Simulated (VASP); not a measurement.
Wanted: the native input for a VASP 6.6.1 run.

```
Task                   : single point
Functional             : r2SCAN
Potentials or basis    : VASP PAW PBE potentials, release 64 (Na_pv, H)
Cutoff                 : 520 eV
k mesh                 : 10 × 10 × 10
Occupations            : gaussian, width 0.05 eV
Spin                   : no spin polarisation
Dipole correction      : no
Further INCAR settings : ALGO = Normal; EDIFF = 1e-07; NBANDS = 11
```

Crystal: NaH.

```xyz
2
Lattice="2.9551 0.0000 0.0000 0.0000 2.9551 -0.0887 0.0000 -0.0887 2.9551" Properties=species:S:1:pos:R:3 pbc="T T T"
Na    0.0000    0.0000    0.0000
H     1.4776    1.4332    1.4332
```

This cell differs from its parent crystal: strain -0.0600 x Voigt [0, 0, 0, 1, 0, 0].

One way to write it, as run:

POSCAR

```
NaH
1.0
    2.9551240000      0.0000000000      0.0000000000
    0.0000000000      2.9551240000     -0.0886537200
    0.0000000000     -0.0886537200      2.9551240000
Na H
1 1
Direct
    0.0000000000      0.0000000000      0.0000000000
    0.5000000000      0.5000000000      0.5000000000
```

INCAR.step1

```
PREC = Accurate
ENCUT = 520
ISMEAR = 0
SIGMA = 0.05
LREAL = F
LASPH = T
NELM = 100
NBANDS = 11
GGA = PE
ALGO = Normal
EDIFF = 1E-4
LWAVE = T
LCHARG = F
```

INCAR.step2

```
PREC = Accurate
ENCUT = 520
EDIFF = 1E-7
ISMEAR = 0
SIGMA = 0.05
LREAL = F
LASPH = T
NELM = 100
ALGO = Normal
ISIF = 2
LWAVE = F
LCHARG = T
METAGGA = R2SCAN
LMIXTAU = T
LELF = T
LVHAR = T
NBANDS = 11
ISTART = 1
```

KPOINTS

```
regular mesh
0
Gamma
  10 10 10
```

Potentials or basis: VASP PAW PBE potentials, release 64 (Na_pv, H).

Run with:

```bash
$ cat potpaw_PBE.64/Na_pv/POTCAR potpaw_PBE.64/H/POTCAR > POTCAR
$ cp INCAR.step1 INCAR
$ mpirun -np 1 vasp_std > vasp.out
$ cp INCAR.step2 INCAR
$ mpirun -np 1 vasp_std > vasp.out
```

It gave:

The pressure is -0.8 GPa and the band gap on the k mesh is 1.62 eV, indirect (least direct gap 5.10 eV).

Caveat: the cell differs from its parent crystal (strain -0.0600 x Voigt [0, 0, 0, 1, 0, 0]); the PAW data sets were made with another functional, which shifts forces and pressure a little.

It took 2.2 min on 1 thread of Intel(R) Xeon(R) Platinum 8375C CPU @ 2.90GHz (Ice Lake), with other jobs on the host, peak memory 0.17 GiB.
